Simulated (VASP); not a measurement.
Here is a VASP 6.6.1 calculation.

Contents of INCAR:

```
ALGO = Normal
EDIFF = 1E-6
ENCUT = 600
GGA = PS
GGA_COMPAT = False
ISIF = 2
ISMEAR = 0
LASPH = True
LCHARG = True
LELF = True
LREAL = False
LVHAR = True
LWAVE = False
NBANDS = 15
NELM = 120
PREC = Accurate
SIGMA = 0.01
```

The input KPOINTS:

```
k-points
0
Gamma
  6 6 6
```

The input POSCAR:

```
BaO
1.0
    0.0000000000      2.7861883605      2.7861883605
    2.7861883605      0.0000000000      2.7861883605
    2.7861883605      2.7861883605      0.0000000000
Ba O
1 1
Direct
    0.0000000000      0.0000000000      0.0000000000
    0.5000000000      0.5000000000      0.5000000000
```

Potentials or basis: VASP PAW PBE potentials, release 64 (Ba_sv, O).

The run is started by

```console
$ cat potpaw_PBE.64/Ba_sv/POTCAR potpaw_PBE.64/O/POTCAR > POTCAR
$ mpirun -np 1 vasp_std > vasp.out
```

Predict the band gap on the k mesh.

1.93 eV, direct.

Predict the pressure.

-1.6 GPa.

Caveat: the PAW data sets were made with another functional, which shifts forces and pressure a little; spin-orbit coupling is left out, which moves the levels of the heavy elements. As with any semilocal functional, this PBEsol gap is likely too small.
